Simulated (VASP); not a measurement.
Write the native input for VASP 6.6.1 that does the following.

| Item | Value |
| --- | --- |
| Task | single point |
| Functional | PBE |
| Potentials or basis | VASP PAW PBE potentials, release 64 (V_sv) |
| Cutoff | 520 eV |
| k mesh | 18 × 18 × 18 |
| Occupations | gaussian, width 0.05 eV |
| Spin | non-collinear spin, typed start, spin-orbit coupling |
| Starting moments | [[0.0, 0.0, 0.05]] μB |
| Dipole correction | no |
| Further INCAR settings | ALGO = Fast; EDIFF = 1e-06; NBANDS = 24 |

The structure of V lies in POSCAR:

```
V
1.0
    0.0000000000      1.9080011235      1.9080011235
    1.9080011235      0.0000000000      1.9080011235
    1.9080011235      1.9080011235      0.0000000000
V
1
Direct
    0.0000000000      0.0000000000      0.0000000000
```

This isn't the form of V at room conditions, which is bcc.

These files were run (other wordings do the same):

INCAR

```
PREC = Accurate
ENCUT = 520
EDIFF = 1E-6
ISMEAR = 0
SIGMA = 0.05
LREAL = F
LASPH = T
NELM = 150
ALGO = Fast
ISIF = 2
LWAVE = F
LCHARG = F
MAGMOM = 0 0 0.05
LORBIT = 11
LSORBIT = T
GGA_COMPAT = F
LORBMOM = T
LMAXMIX = 4
GGA = PE
NBANDS = 24
```

KPOINTS

```
regular mesh
0
Gamma
  18 18 18
```

Potentials or basis: VASP PAW PBE potentials, release 64 (V_sv).

The run is started by

```sh
$ cat potpaw_PBE.64/V_sv/POTCAR > POTCAR
$ mpirun -np 1 vasp_ncl > vasp.out
```

Results of the run:

* Pressure: 0.2 GPa
* Net moment: 0.00 μB per cell
* Valence electrons inside the program's atomic spheres: V 11.59

It took 5.6 min on 1 thread of Intel(R) Xeon(R) Platinum 8375C CPU @ 2.90GHz (Ice Lake), on a shared host, peak memory 0.44 GiB.
